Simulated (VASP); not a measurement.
Input of a VASP 6.6.1 run:

Contents of INCAR:

```
SYSTEM = Y
  PREC = Accurate
  ENCUT = 520
  EDIFF = 1E-6
  ISMEAR = 0
  SIGMA = 0.05
  LREAL = .False.
  LASPH = .True.
  NELM = 150
  ALGO = Normal
  ISIF = 2
  LWAVE = .False.
  LCHARG = .False.
  ISPIN = 2
  MAGMOM = 1.5 1.5 1.5 1.5
  LORBIT = 11
  LMAXMIX = 4
  GGA = PS
  NBANDS = 34
```

File KPOINTS:

```
regular mesh
0
Gamma
  1 1 11
  0 0 0
```

POSCAR

```
Y
1.0
   12.3000000000      0.0000000000      0.0000000000
    0.0000000000      9.3000000000      0.0000000000
    0.0000000000      0.0000000000      6.4777298577
Y
4
Direct
    0.3778710105      0.5000000000      0.0000000000
    0.3778710105      0.5000000000      0.5000000000
    0.6221289895      0.5000000000      0.0000000000
    0.6221289895      0.5000000000      0.5000000000
```

Potentials or basis: VASP PAW PBE potentials, release 64 (Y_sv).

Run with:

```sh
$ cat potpaw_PBE.64/Y_sv/POTCAR > POTCAR
$ mpirun -np 1 vasp_std > vasp.out
```

**Question.** What does it give for the net moment?

**Answer.** 2.92 μB per cell.

**Question.** Estimate the site moments.

**Answer.** Y +0.47 μB.

Forces in eV/Å, atoms in the order of the input:
```
Y    0.006  0.000  0.000
Y    0.006  0.000  0.000
Y   -0.006  0.000  0.000
Y   -0.006  0.000  0.000
```

Caveat: the PAW data sets were made with another functional, which shifts forces and pressure a little.
